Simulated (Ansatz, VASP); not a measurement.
## Al3InAs4: VASP beside Ansatz

The input INCAR:

```
SYSTEM = Al3InAs4
PREC     = Accurate       ! precision mode
ENCUT    = 520            ! plane-wave cutoff, eV
EDIFF    = 1E-6           ! SCF threshold, eV
ISMEAR   = -1             ! smearing method
SIGMA    = 0.02           ! smearing width, eV
LREAL    = .FALSE.        ! projectors in reciprocal space
LASPH    = .TRUE.         ! aspherical terms in the spheres
NELM     = 100            ! most SCF steps
ALGO     = Normal         ! electronic algorithm
ISIF     = 2              ! what is computed and relaxed
LWAVE    = .FALSE.        ! write WAVECAR
LCHARG   = .FALSE.        ! write CHGCAR
GGA      = PE             ! functional
NBANDS   = 31             ! bands
```

File KPOINTS:

```
Automatic mesh
0
G
  6 6 2
  0 0 0
```

POSCAR

```
Al3InAs4
1.0
    4.0869934567      0.0000000000      0.0000000000
    0.0000000000      4.0869934567      0.0000000000
    0.0000000000      0.0000000000     11.5714564988
Al As In
3 4 1
Direct
    0.0000000000      0.0000000000      0.7588553666
    0.5000000000      0.5000000000      0.0000000000
    0.0000000000      0.0000000000      0.2411446334
    0.0000000000      0.5000000000      0.8794593920
    0.5000000000      0.0000000000      0.1205406080
    0.0000000000      0.5000000000      0.3596158853
    0.5000000000      0.0000000000      0.6403841147
    0.5000000000      0.5000000000      0.5000000000
```

Input for Ansatz:

```yaml
crystal:
  lattice:
    - [4.0869934567, 0.0, 0.0]
    - [0.0, 4.0869934567, 0.0]
    - [0.0, 0.0, 11.5714564988]
  atoms:
    - { symbol: Al, position: [0.0, 0.0, 0.7588553666] }
    - { symbol: As, position: [0.0, 0.5, 0.879459392] }
    - { symbol: Al, position: [0.5, 0.5, 0.0] }
    - { symbol: As, position: [0.5, 0.0, 0.120540608] }
    - { symbol: Al, position: [0.0, 0.0, 0.2411446334] }
    - { symbol: As, position: [0.0, 0.5, 0.3596158853] }
    - { symbol: In, position: [0.5, 0.5, 0.5] }
    - { symbol: As, position: [0.5, 0.0, 0.6403841147] }
kpoints:
  mp_grid: { grid: [6, 6, 2] }
  band_path:
    path:
      - [[0.0, 0.0, 0.0], [0.0, 0.5, 0.0], [0.5, 0.5, 9.430158252472e-35], [0.0, 0.0, 0.0], [5.869855577255e-52, 0.0, 0.5], [5.869855577255e-52, 0.5, 0.5], [0.5, 0.5, 0.5], [5.869855577255e-52, 0.0, 0.5]]
      - [[0.0, 0.5, 0.0], [5.869855577255e-52, 0.5, 0.5]]
      - [[0.5, 0.5, 9.430158252472e-35], [0.5, 0.5, 0.5]]
    npoints: 10
hamiltonian:
  xc: pbe
scf:
  occupations: { method: fermi_dirac, width: 0.02 }
  n_extra_bands: 6
output:
  forces: true
  stress: true
  eigenvalues: true
  write_density: true
  write_potential: true
  elf: true
  volumetric_format: npy
```

Alike in both runs: task single point; functional PBE; k mesh 6 × 6 × 2; occupations fermi-dirac, width 0.02 eV; no spin polarisation.

```csv
,VASP,Ansatz
version,VASP 6.6.1,Ansatz 0.2.0
potentials or method,"VASP PAW PBE potentials, release 64 (Al, As, In_d)","plane waves, PAW"
plane-wave cutoff (eV),520,420
valence electrons in the cell,42,82
```

|  | VASP | Ansatz | Ansatz less VASP |
| --- | --- | --- | --- |
| gap on the k mesh at the Fermi level (eV) | 1.24 | 1.24 | -0.005 |
| pressure (GPa) | 2.1 | 1.9 | -0.14 |
| rms of the force components (eV/Å) | 0.013 | 0.015 | +0.0012 |

The functional is the same, so the differences come from potentials, cutoffs and numerics. VASP's potentials hold 42 valence electrons a cell and Ansatz's 82, so a difference there can come from the potentials and not from the codes.
